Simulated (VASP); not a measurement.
**Au: single point with r2SCAN**

System: Au, a slab with vacuum.

```
CELL_PARAMETERS angstrom
2.83986 0.00000 0.00000
-1.41993 2.55070 0.00000
0.00000 0.00000 26.71368
ATOMIC_POSITIONS crystal
Au 0.33585 0.67171 0.31819
Au 0.66415 0.32829 0.40909
Au 0.35459 0.68086 0.49989
Au 0.66622 0.32963 0.59075
Au 0.33388 0.67145 0.68311
```

```json
{"Program": "VASP 6.6.1", "Task": "single point", "Functional": "r2SCAN", "Potentials or basis": "VASP PAW PBE potentials, release 64 (Au)", "Cutoff": "440 eV", "k mesh": "12 × 11 × 1", "Occupations": "gaussian, width 0.1 eV", "Spin": "no spin polarisation"}
```

```json
{"Largest force": "0.123 eV/Å", "Band gap on the k mesh": "zero (an odd number of electrons rules out a gap without spin polarisation)"}
```

Forces in eV/Å, atoms in the order of the input:
```
Au  -0.001  0.001 -0.123
Au   0.002 -0.001  0.109
Au  -0.002 -0.001  0.005
Au   0.000  0.000 -0.001
Au   0.001  0.000  0.010
```

Levels at points of the mesh, in eV from the Fermi level:
```
           k point  band 24  band 25  band 26  band 27  band 28  band 29  band 30  band 31  band 32  band 33
(0.00, 0.00, 0.00)    -2.72    -2.63    -2.36    -2.31    -2.29    -2.27    -0.97     0.13     4.29     5.30
(0.50, 0.00, 0.00)    -1.56    -1.51     0.36     0.62     1.20     1.68     1.77     4.02     4.31     4.59
```

It took 57 min on 1 thread of Oxide Virtual Turin-like Processor, on a shared host, peak memory 0.42 GiB.

Caveat: the PAW data sets were made with another functional, which shifts forces and pressure a little; spin-orbit coupling is left out, which moves the levels of the heavy elements.
